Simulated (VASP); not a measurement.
# BF in VASP: single point with PBE

Aim: the single point of BF with PBE.

All numbers are computed with VASP 6.6.1; they aren't measurements. Logs are shortened: lines on timing, memory, paths and dates and some standing lists are left out, and cuts for length are marked.

### 1 The cell of the first run

The typed cell holds 4 atoms: a = 2.802 Å, b = 6.588 Å, c = 2.982 Å, α = 90.00°, β = 122.16°, γ = 90.00°.

### 2 Single point, PBE

File INCAR:

```
PREC = Accurate ; ENCUT = 520
EDIFF = 1E-7 ; ISMEAR = 0
SIGMA = 0.1 ; LREAL = False
LASPH = True ; NELM = 60
ALGO = Normal ; ISIF = 2
LWAVE = False ; LCHARG = False
GGA = PE ; NBANDS = 18
```

File KPOINTS:

```
Automatic mesh
0
Gamma
  6 4 6
```

File POSCAR:

```
BF
1.0
    2.7787755301      0.0000000000     -0.3578701298
    0.0000000000      6.5875396677      0.0000000000
   -1.2518393237      0.0000000000      2.7067606433
B F
2 2
Direct
    0.1873966743      0.5711553505      0.2034706484
    0.1873966743      0.4288446495      0.7034706484
    0.1876033257      0.2286142278      0.7035718843
    0.1876033257      0.7713857722      0.2035718843
```

Potentials or basis: VASP PAW PBE potentials, release 64 (B, F).

Run with:

```sh
> cat potpaw_PBE.64/B/POTCAR potpaw_PBE.64/F/POTCAR > POTCAR
> mpirun -np 1 vasp_std > vasp.out
```

OUTCAR:

```text
PREC = Accurate
   ENCUT = 520
   EDIFF = 1E-7
   ISMEAR = 0
   LREAL = False
   LASPH = True
   NELM = 60
   ISIF = 2
   GGA = PE

 ion  position               nearest neighbor table
   1  0.187  0.571  0.203-   4 1.32   2 1.76   2 1.76
   2  0.187  0.429  0.703-   3 1.32   1 1.76   1 1.76
   3  0.188  0.229  0.704-   2 1.32
   4  0.188  0.771  0.204-   1 1.32

  LATTYP: Found a simple monoclinic cell.
 ALAT       =     2.8015747041
 B/A-ratio  =     2.3513703411
 C/A-ratio  =     1.0000537425
 COS(beta)  =    -0.4334705105

  Lattice vectors:

 A1 = (   1.5269362064,   0.0000000000,   2.3488905135)
 A2 = (   0.0000000000,   6.5875396677,   0.0000000000)
 A3 = (  -2.7787755301,   0.0000000000,   0.3578701298)

Analysis of symmetry for initial positions (statically):
=====================================================================
 Subroutine PRICEL returns:
 Original cell was already a primitive cell.

 Routine SETGRP: Setting up the symmetry group for a
 simple monoclinic supercell.

 Subroutine GETGRP returns: Found  2 space group operations
 (whereof  1 operations were pure point group operations)
 out of a pool of  4 trial point group operations.

The static configuration has the point symmetry C_1 .
 The point group associated with its full space group is C_1h.

Analysis of symmetry for dynamics (positions and initial velocities):
=====================================================================
 Subroutine PRICEL returns:
 Original cell was already a primitive cell.

 Routine SETGRP: Setting up the symmetry group for a
 simple monoclinic supercell.

 Subroutine GETGRP returns: Found  2 space group operations
 (whereof  1 operations were pure point group operations)
 out of a pool of  4 trial point group operations.

The dynamic configuration has the point symmetry C_1 .
 The point group associated with its full space group is C_1h.

 Subroutine INISYM returns: Found  2 space group operations
 (whereof  1 operations are pure point group operations),
 and found     1 'primitive' translations

----------------------------------------------------------------------------------------

                                     Primitive cell

  volume of cell :      46.5969

  direct lattice vectors                    reciprocal lattice vectors
     2.778775530  0.000000000 -0.357870130     0.382662987  0.000000000  0.176976334
     0.000000000  6.587539668  0.000000000     0.000000000  0.151801742  0.000000000
    -1.251839324  0.000000000  2.706760643     0.050593189  0.000000000  0.392843950

  length of vectors
     2.801725268  6.587539668  2.982223143     0.421605958  0.151801742  0.396088424

  position of ions in fractional coordinates (direct lattice)
     0.187396674  0.571155350  0.203470648
     0.187396674  0.428844650  0.703470648
     0.187603326  0.228614228  0.703571884
     0.187603326  0.771385772  0.203571884

  ion indices of the primitive-cell ions
   primitive index   ion index
                 1           1
                 2           2
                 3           3
                 4           4

----------------------------------------------------------------------------------------

 KPOINTS: Automatic mesh

Automatic generation of k-mesh.
 Grid dimensions read from file:
 generate k-points for:    6    4    6

 Generating k-lattice:

  Cartesian coordinates                     Fractional coordinates (reciprocal lattice)
     0.063777164  0.000000000  0.029496056     0.166666667  0.000000000  0.000000000
     0.000000000  0.037950436  0.000000000     0.000000000  0.250000000  0.000000000
     0.008432198  0.000000000  0.065473992     0.000000000  0.000000000  0.166666667

  Length of vectors
     0.070267660  0.037950436  0.066014737

  Shift w.r.t. Gamma in fractional coordinates (k-lattice)
     0.000000000  0.000000000  0.000000000

 Subroutine IBZKPT returns following result:
 ===========================================

 Found     60 irreducible k-points:

 Following reciprocal coordinates:
            Coordinates               Weight
  0.000000  0.000000  0.000000      1.000000
  0.166667  0.000000 -0.000000      2.000000
  0.333333  0.000000 -0.000000      2.000000
  0.500000  0.000000 -0.000000      1.000000
  0.000000  0.250000  0.000000      2.000000
  0.166667  0.250000 -0.000000      4.000000
[... 16 lines left out ...]
 -0.333333  0.250000  0.166667      4.000000
 -0.166667  0.250000  0.166667      4.000000
 [... further k-points ...]
   k-points           NKPTS =     60   k-points in BZ     NKDIM =     60   number of bands    NBANDS=     18
   number of dos      NEDOS =    301   number of ions     NIONS =      4
   total plane-waves  NPLWV =  28800
   dimension x,y,z NGX =    24 NGY =   50 NGZ =   24
   dimension x,y,z NGXF=    48 NGYF=  100 NGZF=   48
   ions per type =               2   2
   NGX,Y,Z   is equivalent  to a cutoff of  14.24, 12.62, 13.38 a.u.
   NGXF,Y,Z  is equivalent  to a cutoff of  28.48, 25.24, 26.76 a.u.
 SYSTEM =  unknown system
   PREC   = accura    normal or accurate (medium, high low for compatibility)
   ISTART =      0    job   : 0-new  1-cont  2-samecut
   ICHARG =      2    charge: 1-file 2-atom 10-const
   ISPIN  =      1    spin polarized calculation?
   LNONCOLLINEAR =      F non collinear calculations
   LSORBIT =      F    spin-orbit coupling
   LASPH  =      T    aspherical Exc in radial PAW
   ENCUT  =  520.0 eV  38.22 Ry    6.18 a.u.   5.21 12.25  5.54*2*pi/ulx,y,z
   NELM   =     60;   NELMIN=  2; NELMDL= -5     # of ELM steps
   EDIFF  = 0.1E-06   stopping-criterion for ELM
   LREAL  =      F    real-space projection
   EDIFFG = 0.1E-05   stopping-criterion for IOM
   NSW    =      0    number of steps for IOM
   IBRION =     -1    ionic relax: 0-MD 1-quasi-New 2-CG
   NFREE  =      0    steps in history (QN), initial steepest desc. (CG)
   ISIF   =      2    stress and relaxation
   ISYM   =      2    0-nonsym 1-usesym 2-fastsym
   POTIM  = 0.5000    time-step for ionic-motion
   TEBEG  =    0.0;   TEEND  =   0.0 temperature during run
   PSTRESS=    0.0 pullay stress
   NELECT =      20.0000    total number of electrons
   NUPDOWN=      -1.0000    fix difference up-down
   EMIN   =  10.00;   EMAX   =-10.00  energy-range for DOS
   EFERMI =   0.00;   METHOD = LEGACY
   ISMEAR =     0;   SIGMA  =   0.10  broadening in eV -4-tet -1-fermi 0-gaus
   EFERMI_NEDOS =   21; number of points for ismear=-14 and -15
   IALGO  =     38    algorithm
   IMIX   =      4    mixing-type and parameters
     AMIX     =   0.40;   BMIX     =  1.00
     AMIX_MAG =   1.60;   BMIX_MAG =  1.00
  volume/ion in A,a.u.               =      11.65        78.61
  Fermi-wavevector in a.u.,A,eV,Ry     =   1.234902  2.333627 20.748664  1.524984
  Thomas-Fermi vector in A             =   2.369574
   LORBIT       =      0    0 simple, 1 ext, 2 COOP (PROOUT), +10 PAW based schemes
   GGA     = PE    functional components
   LHFCALC =     F    Hartree Fock is set to
   AEXX    =    0.0000 exact exchange contribution
   IVDW    =     0    specifies the selected vdW correction
   LEPSILON=     F    determine dielectric tensor
   LRPA    =     F    only Hartree local field effects (RPA)
 non-spin polarized calculation
 Gauss-broadening in eV      SIGMA  =   0.10
  energy-cutoff  :      520.00
  volume of cell :       46.60
 maximum number of plane-waves:      1271
 NGX is ok and might be reduce to    24
   NGX = 11   NGY = 25   NGZ = 11

 number of electron      19.9999995 magnetization

 Free energy of the ion-electron system (eV)
  ---------------------------------------------------
  ext. energy  EPLUGINS =         0.00000000
  ---------------------------------------------------
  free energy    TOTEN  =       -22.60611210 eV

  energy without entropy =      -22.60577842  energy(sigma->0) =      -22.60594526

 E-fermi :   0.6544     XC(G=0):  -8.9122

 val. band max:        0.5102214474   @ k =   0.5000   0.5000  -0.0000
 cond. band min:       0.8239888916   @ k =   0.3333   0.0000  -0.0000
 fundamental gap:      0.3137674442
 Fermi energy:         0.6544489409

 k-point     1 :       0.0000    0.0000    0.0000
  band No.  band energies     occupation
      1     -25.2020      2.00000
      2     -25.1523      2.00000
      3     -10.5874      2.00000
      4      -7.6845      2.00000
      5      -6.3212      2.00000
      6      -4.6965      2.00000
[... 10 lines left out ...]
     17      13.7966      0.00000
     18      14.5690      0.00000

 k-point     2 :       0.1667    0.0000   -0.0000
  band No.  band energies     occupation
      1     -25.1028      2.00000
      2     -25.0615      2.00000
      3     -10.1500      2.00000
      4      -7.5708      2.00000
      5      -6.3716      2.00000
      6      -4.8789      2.00000
[... 10 lines left out ...]
     17      14.6287      0.00000
     18      15.0358      0.00000

 k-point     3 :       0.3333    0.0000   -0.0000
  band No.  band energies     occupation
      1     -24.8985      2.00000
      2     -24.8744      2.00000
      3      -8.9879      2.00000
      4      -7.3345      2.00000
      5      -6.7370      2.00000
      6      -5.7365      2.00000
[... 10 lines left out ...]
     17      15.6576      0.00000
     18      16.1552      0.00000

 k-point     4 :       0.5000    0.0000   -0.0000
  band No.  band energies     occupation
      1     -24.7928      2.00000
      2     -24.7779      2.00000
      3      -7.9365      2.00000
      4      -7.3150      2.00000
      5      -7.2103      2.00000
      6      -6.1466      2.00000
[... 375 lines left out ...]
      4      -7.3283      2.00000
      5      -6.8622      2.00000
      6      -6.0902      2.00000
[... 10 lines left out ...]
     17      14.9788      0.00000
     18      15.9823      0.00000

 k-point    23 :      -0.3333    0.2500    0.1667
  band No.  band energies     occupation
      1     -24.9652      2.00000
      2     -24.9451      2.00000
      3      -9.3924      2.00000
      4      -7.5292      2.00000
      5      -6.4869      2.00000
      6      -5.8409      2.00000
[... 10 lines left out ...]
     17      14.2669      0.00000
     18      16.7309      0.00000

 k-point    24 :      -0.1667    0.2500    0.1667
  band No.  band energies     occupation
      1     -25.1159      2.00000
      2     -25.0857      2.00000
      3     -10.2008      2.00000
      4      -7.7271      2.00000
      5      -6.3102      2.00000
      6      -5.2374      2.00000
[... 10 lines left out ...]
     17      13.1473      0.00000
     18      16.0140      0.00000

 [... further k-points ...]
[... 5 lines left out ...]
  --------------------------------------------------------------------------------------
  -------------------------------------------------------------------------------------
  Total       -0.0825940      0.6808194     -0.0880110      0.0000000      0.0000000      0.0040762
  in kB       -2.8398962     23.4091602     -3.0261528      0.0000000      0.0000000      0.1401566
  external PRESSURE =       5.8477038 kB  Pullay stress =       0.0000000 kB

 VOLUME and BASIS-vectors are now :
 -----------------------------------------------------------------------------
  energy-cutoff  :      520.00
  volume of cell :       46.60
      direct lattice vectors                 reciprocal lattice vectors
     2.778775530  0.000000000 -0.357870130     0.382662987  0.000000000  0.176976334
     0.000000000  6.587539668  0.000000000     0.000000000  0.151801742  0.000000000
    -1.251839324  0.000000000  2.706760643     0.050593189  0.000000000  0.392843950

 POSITION                                       TOTAL-FORCE (eV/Angst)
 -----------------------------------------------------------------------------------
      0.26602      3.76251      0.48368         0.000935     -0.287411      0.000525
     -0.35990      2.82503      1.83706         0.000935      0.287411      0.000525
     -0.35945      1.50601      1.83726        -0.000935     -0.283889     -0.000525
      0.26647      5.08153      0.48388        -0.000935      0.283889     -0.000525
 -----------------------------------------------------------------------------------
    total drift:                                0.000161     -0.000000     -0.000350

  FREE ENERGIE OF THE ION-ELECTRON SYSTEM (eV)
  ---------------------------------------------------
  free  energy   TOTEN  =       -22.6061120959 eV

  energy  without entropy=      -22.6057784229  energy(sigma->0) =      -22.60594526
```

Run time: 17 s. Hardware: 1 thread of Intel Xeon 6975P-C (Granite Rapids), shared host; peak memory 0.18 GiB.

Results:

| Item | Value |
| --- | --- |
| Free energy | -22.6061 eV |
| Pressure | 0.6 GPa |
| Largest force | 0.287 eV/Å |
| Band gap on the k mesh | zero (band 10 reaches 2.14 eV, above the bottom of band 11 at -0.80 eV) |

Forces in eV/Å, atoms in the order of the input:
```
B    0.001 -0.287  0.001
B    0.001  0.287  0.001
F   -0.001 -0.284 -0.001
F   -0.001  0.284 -0.001
```

Stress tensor (GPa, compression positive):
```
-0.28  0.00  0.01
 0.00  2.34  0.00
 0.01  0.00 -0.30
```

Levels at points of the mesh, in eV from the Fermi level:
```csv
k point,band 6,band 7,band 8,band 9,band 10,band 11,band 12,band 13,band 14,band 15
"(0.00, 0.00, 0.00)",-5.35,-4.98,-4.93,-4.93,1.47,4.02,6.20,6.93,7.57,11.50
"(0.50, 0.00, 0.00)",-6.80,-6.06,-5.43,-5.00,-2.67,-0.16,5.59,6.77,10.61,11.43
"(0.00, 0.50, 0.00)",-5.33,-4.97,-4.96,-4.94,1.48,3.44,6.20,7.57,8.88,9.73
"(0.50, 0.50, 0.00)",-6.87,-6.04,-5.46,-4.93,-2.62,-0.14,5.55,6.68,10.10,11.38
"(0.00, 0.00, 0.50)",-7.67,-5.39,-5.39,-4.09,-4.09,4.09,4.09,8.17,8.17,12.41
"(0.50, 0.00, 0.50)",-7.67,-5.39,-5.39,-4.09,-4.09,4.09,4.09,8.17,8.17,12.41
"(0.00, 0.50, 0.50)",-7.56,-5.39,-5.39,-4.16,-4.16,4.09,4.09,8.35,8.35,12.43
"(0.50, 0.50, 0.50)",-7.56,-5.39,-5.39,-4.16,-4.16,4.09,4.09,8.35,8.35,12.43
```

Caveat: the k points lie up to 0.44 Å⁻¹ apart.
